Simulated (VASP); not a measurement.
A run of VASP 6.6.1 is set up as follows.

File INCAR:

```
PREC     = Accurate       # precision mode
ENCUT    = 600            # plane-wave cutoff, eV
EDIFF    = 1E-7           # SCF threshold, eV
ISMEAR   = 0              # smearing method
SIGMA    = 0.1            # smearing width, eV
LREAL    = F              # projectors in reciprocal space
LASPH    = T              # aspherical terms in the spheres
NELM     = 60             # most SCF steps
ALGO     = Normal         # electronic algorithm
ISIF     = 3              # what is computed and relaxed
LWAVE    = F              # write WAVECAR
LCHARG   = F              # write CHGCAR
GGA      = PE             # functional
IBRION   = 2              # ionic algorithm
NSW      = 90             # ionic steps
EDIFFG   = -0.04          # ionic threshold
```

The input KPOINTS:

```
regular mesh
0
Gamma
  4 4 4
```

The input POSCAR:

```
Ti2BeH6
1.0
    0.0000000000      3.7797944900      3.7797944900
    3.7797944900      0.0000000000      3.7797944900
    3.7797944900      3.7797944900      0.0000000000
Ti Be H
2 1 6
Direct
    0.2500000000      0.2500000000      0.2500000000
    0.7500000000      0.7500000000      0.7500000000
    0.0000000000      0.0000000000      0.0000000000
    0.7500000000      0.2500000000      0.2500000000
    0.2500000000      0.7500000000      0.7500000000
    0.2500000000      0.7500000000      0.2500000000
    0.7500000000      0.2500000000      0.7500000000
    0.2500000000      0.2500000000      0.7500000000
    0.7500000000      0.7500000000      0.2500000000
```

Potentials or basis: VASP PAW PBE potentials, release 64 (Ti_sv, Be, H).

Command:

```sh
$ cat potpaw_PBE.64/Ti_sv/POTCAR potpaw_PBE.64/Be/POTCAR potpaw_PBE.64/H/POTCAR > POTCAR
$ mpirun -np 1 vasp_std > vasp.out
```

(1) Estimate the space group after relaxing (to 0.05 Å).

(2) Estimate the band gap on the k mesh.

(3) Predict the relaxed volume.

Results:

(1) Fm-3m (No. 225).

(2) zero (band 16 reaches 9.83 eV, above the bottom of band 17 at 7.97 eV).

(3) 6.15 Å³/atom.

Caveat: the volume moved by over 15 % at a fixed basis, so the end points are rough.
